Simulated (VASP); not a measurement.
Crystal: Li2Se.

```
Li Se
1.0
     0.00000    3.00250    3.00250
     3.00250    0.00000    3.00250
     3.00250    3.00250    0.00000
Li Se
2 1
Direct
  0.25000 0.25000 0.25000
  0.75000 0.75000 0.75000
  0.00000 0.00000 0.00000
```

Base run:

* Program: VASP 6.6.1
* Functional: PBE
* Dispersion: D3(BJ)
* Potentials or basis: VASP PAW PBE potentials, release 64 (Li_sv, Se)
* Cutoff: 750 eV
* k mesh: 8 × 8 × 8
* Occupations: gaussian, width 0.05 eV
* Spin: no spin polarisation

Its results: band gap on the k mesh 2.97 eV, indirect (least direct gap 3.38 eV); pressure -2.6 GPa.

Question: The run is repeated on the same cell with these changes: dispersion from D3(BJ) to D4. What comes out?

Answer: Band gap on the k mesh 2.97 eV, indirect (least direct gap 3.38 eV); pressure -1.2 GPa.

Caveats: three body term missing (some runs).

A k mesh can miss the band edges.
